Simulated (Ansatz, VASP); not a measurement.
**Yb in VASP and in Ansatz**

```
Yb
1.0
     0.00000    2.61128    2.61128
     2.61128    0.00000    2.61128
     2.61128    2.61128    0.00000
Yb
1
Direct
  0.00000 0.00000 0.00000
```

Alike in both runs: functional PBE; k mesh 13 × 13 × 13; occupations fermi-dirac, width 0.05 eV; no spin polarisation.

Ansatz relaxed the structure, and its values are those at the end. VASP's run is a single point on that final structure, the one shown.

|  | VASP | Ansatz |
| --- | --- | --- |
| version | VASP 6.6.1 | Ansatz 0.2.0 |
| potentials or method | VASP PAW PBE potentials, release 64 (Yb) | PAW with Ansatz's default frozen-core files, scalar-relativistic |
| plane-wave cutoff (eV) | 520 | 420 |
| valence electrons in the cell | 24 | 24 |

```csv
,VASP,Ansatz,Ansatz less VASP
pressure (GPa),-0.1,0.0,+0.10
```

Spin-orbit coupling is off throughout.
